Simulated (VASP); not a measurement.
Write the native input for VASP 6.6.1 that does the following.

```yaml
Task: relaxation of cell and atoms
Functional: PBE
Potentials_or_basis: VASP PAW PBE potentials, release 64 (Zr_sv, B)
Cutoff: 600 eV
k_mesh: 20 × 20 × 20
Occupations: gaussian, width 0.1 eV
Spin: no spin polarisation
Dipole_correction: no
Further_INCAR_settings: ALGO = Normal; EDIFF = 1e-07; IBRION = 2; EDIFFG = -0.01; NSW = 100; ISIF = 3
```

The structure of ZrB lies in POSCAR:

```
ZrB
1.0
    0.0000000000      2.4515811106      2.4515811106
    2.4515811106      0.0000000000      2.4515811106
    2.4515811106      2.4515811106      0.0000000000
Zr B
1 1
Direct
    0.0000000000      0.0000000000      0.0000000000
    0.5000000000      0.5000000000      0.5000000000
```

These files were run (other wordings do the same):

INCAR

```
PREC     = Accurate       # precision mode
ENCUT    = 600            # plane-wave cutoff, eV
EDIFF    = 1E-7           # SCF threshold, eV
ISMEAR   = 0              # smearing method
SIGMA    = 0.1            # smearing width, eV
LREAL    = F              # projectors in reciprocal space
LASPH    = T              # aspherical terms in the spheres
NELM     = 80             # most SCF steps
ALGO     = Normal         # electronic algorithm
ISIF     = 3              # what is computed and relaxed
LWAVE    = F              # write WAVECAR
LCHARG   = F              # write CHGCAR
GGA      = PE             # functional
IBRION   = 2              # ionic algorithm
NSW      = 100            # ionic steps
EDIFFG   = -0.01          # ionic threshold
```

KPOINTS

```
regular mesh
0
Gamma
  20 20 20
```

Potentials or basis: VASP PAW PBE potentials, release 64 (Zr_sv, B).

The run is started by

```sh
$ cat potpaw_PBE.64/Zr_sv/POTCAR potpaw_PBE.64/B/POTCAR > POTCAR
$ mpirun -np 1 vasp_std > vasp.out
```

Results of the run:

| Item | Value |
| --- | --- |
| Relaxed volume | 14.75 Å³/atom |
| Relaxed cell | a = 3.468 Å, b = 3.468 Å, c = 3.468 Å, α = 60.00°, β = 60.00°, γ = 60.00° |
| Space group after relaxing (to 0.1 Å) | Fm-3m (No. 225) |
| Energy gained by relaxing | 0.0 meV/atom |
| Ionic steps | 3 |
| Pressure after relaxing | 0.0 GPa |
| Band gap on the k mesh | zero (an odd number of electrons rules out a gap without spin polarisation) |

Run time: 4.9 min on 1 thread of Intel Xeon 8259CL, on a shared host, peak memory 0.26 GiB.
